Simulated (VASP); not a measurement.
# TiClF: single point with PBE+U

The system is TiClF.

```
Ti Cl F
1.0
     3.08845    0.00000    0.00000
    -1.54423    2.67468    0.00000
     0.00000    0.00000   13.28022
Ti Cl F
2 2 2
Direct
  0.33333 0.66667 0.47718
  0.66667 0.33333 0.97718
  0.00000 0.00000 0.09979
  0.00000 0.00000 0.59979
  0.00000 0.00000 0.38454
  0.00000 0.00000 0.88454
```

```yaml
Program: VASP 6.6.1
Task: single point
Functional: PBE
Potentials_or_basis: VASP PAW PBE potentials, release 64 (Ti_sv, Cl, F)
Cutoff: 520 eV
k_mesh: 12 × 12 × 2
Occupations: gaussian, width 0.02 eV
Spin: no spin polarisation
Hubbard_terms: Ti d U = 4.0 eV
Dipole_correction: no
k_mesh_for_the_DOS: 18 × 18 × 3
Occupations_for_the_DOS: tetrahedron
Further_INCAR_settings: ALGO = Normal; EDIFF = 1e-07
```

```yaml
Valence_electrons_inside_the_program's_atomic_spheres: Ti 10.10; Cl 5.18; F 6.09
```

Levels at points of the mesh, in eV from the valence-band top:
| k point | band 22 | band 23 | band 24 | band 25 | band 26 | band 27 | band 28 | band 29 | band 30 | band 31 |
| --- | --- | --- | --- | --- | --- | --- | --- | --- | --- | --- |
| (0.00, 0.00, 0.00) | -3.41 | -3.41 | -3.41 | -0.39 | -0.23 | 1.30 | 1.30 | 1.30 | 1.30 | 2.23 |
| (0.50, 0.00, 0.00) | -5.02 | -4.30 | -4.29 | -0.85 | -0.84 | 1.80 | 1.83 | 2.41 | 2.41 | 2.48 |

Eigenvalues of the final occupation matrices:
```tsv
site	spin	trace	eigenvalues
site 1 d	1	0.93	0.08 0.08 0.22 0.22 0.32
site 1 d	2	0.93	0.08 0.08 0.22 0.22 0.32
site 2 d	1	0.93	0.08 0.08 0.22 0.22 0.32
site 2 d	2	0.93	0.08 0.08 0.22 0.22 0.32
```

Wall time 2 min on 1 thread of Intel(R) Xeon(R) 6975P-C (Granite Rapids), on a shared host, peak memory 0.36 GiB.
